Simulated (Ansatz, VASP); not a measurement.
## Te in VASP and in Ansatz

File INCAR:

```
PREC     = Accurate       # precision mode
ENCUT    = 520            # plane-wave cutoff, eV
EDIFF    = 1E-6           # SCF threshold, eV
ISMEAR   = 0              # smearing method
SIGMA    = 0.05           # smearing width, eV
LREAL    = False          # projectors in reciprocal space
LASPH    = True           # aspherical terms in the spheres
NELM     = 100            # most SCF steps
ALGO     = Normal         # electronic algorithm
ISIF     = 2              # what is computed and relaxed
LWAVE    = False          # write WAVECAR
LCHARG   = True           # write CHGCAR
GGA      = PE             # functional
LELF     = True           # ELF
LVHAR    = True         
NBANDS   = 16             # bands
```

Contents of KPOINTS:

```
Automatic mesh
0
Gamma
  9 9 6
```

The input POSCAR:

```
Te
1.0
    4.5517511873      0.0000000000      0.0000000000
   -2.2758755937      3.9419321599      0.0000000000
    0.0000000000      0.0000000000      6.4051027500
Te
3
Direct
    0.7315410482      0.0000000000      0.3333333333
    0.0000000000      0.7315410482      0.6666666667
    0.2684589518      0.2684589518      0.0000000000
```

Input for Ansatz:

```yaml
crystal:
  lattice:
    - [4.5517511873, 0.0, 0.0]
    - [-2.2758755937, 3.9419321599, 0.0]
    - [0.0, 0.0, 6.40510275]
  atoms:
    - { symbol: Te, position: [0.7315410482, 0.0, 0.3333333333] }
    - { symbol: Te, position: [0.0, 0.7315410482, 0.6666666667] }
    - { symbol: Te, position: [0.2684589518, 0.2684589518, 0.0] }
basis:
  ecutwfc: 420
kpoints:
  mp_grid: { grid: [9, 9, 6] }
hamiltonian:
  xc: pbe
scf:
  occupations: { method: gaussian, width: 0.05 }
output:
  forces: true
  stress: true
  eigenvalues: true
```

Alike in both runs: task single point; functional PBE; k mesh 9 × 9 × 6; occupations gaussian, width 0.05 eV; no spin polarisation.

|  | VASP | Ansatz |
| --- | --- | --- |
| version | VASP 6.6.1 | Ansatz 0.2.0 |
| potentials or method | VASP PAW PBE potentials, release 64 (Te), cutoff 520 eV | scalar-relativistic, plane waves, PAW |
| valence electrons in the cell | 18 | 48 |

```tsv
	VASP	Ansatz	Ansatz less VASP
gap on the k mesh at the Fermi level (eV)	none	none	-
pressure (GPa)	-3.8	-3.8	+0.02
traceless stress, the component that is largest in VASP (GPa)	-2.21	-2.22	-0.004
rms of the force components (eV/Å)	0.218	0.219	+0.0011
```

Atom by atom the forces differ by 0.001 eV/Å (rms over components). A gap of «none» marks a metal or a gap that the smearing closes. With one functional, cell and mesh, what is left measures potentials, basis and numerics. VASP's potentials hold 18 valence electrons a cell and Ansatz's 48, so a difference there can come from the potentials and not from the codes.

Spin-orbit coupling is off throughout.
